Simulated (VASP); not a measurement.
Crystal: Ir.

```xyz
1
Lattice="2.4900 0.0000 0.0000 0.0000 2.4900 0.0000 0.0000 0.0000 2.4900" Properties=species:S:1:pos:R:3 pbc="T T T"
Ir    0.0000    0.0000    0.0000
```

| Item | Value |
| --- | --- |
| Program | VASP 6.6.1 |
| Task | relaxation of cell and atoms |
| Functional | PBE |
| Potentials or basis | VASP PAW PBE potentials, release 64 (Ir) |
| Cutoff | 600 eV |
| k mesh | 16 × 16 × 16 |
| Occupations | fermi-dirac, width 0.1 eV |
| Spin | no spin polarisation |

At the start: pressure 30.7 GPa; volume 15.44 Å³/atom.

**Question.** How do energy, volume and symmetry change on relaxing?

**Answer.** Over 5 steps the energy falls by 138.1 meV/atom and the volume is 17.03 Å³/atom (+10.3 %); space group Pm-3m (No. 221, to 0.05 Å).

Step by step:
| step | energy change (eV) | largest force (eV/Å) | pressure (GPa) | volume (Å³) |
| --- | --- | --- | --- | --- |
| 1 | 0.0000 | 0.0000 | 30.66 | 15.44 |
| 2 | 0.7278 | 0.0000 | -33.59 | 23.02 |
| 3 | -0.1359 | 0.0000 | -3.08 | 17.25 |
| 4 | -0.1380 | 0.0000 | -0.50 | 17.06 |
| 5 | -0.1381 | 0.0000 | 0.03 | 17.03 |

Final structure:
```yaml
crystal:
  lattice:
    - [2.57268, 0.00000, 0.00000]
    - [0.00000, 2.57268, 0.00000]
    - [0.00000, 0.00000, 2.57268]
  atoms:
    - { symbol: Ir, position: [0.00000, 0.00000, 0.00000] }
```
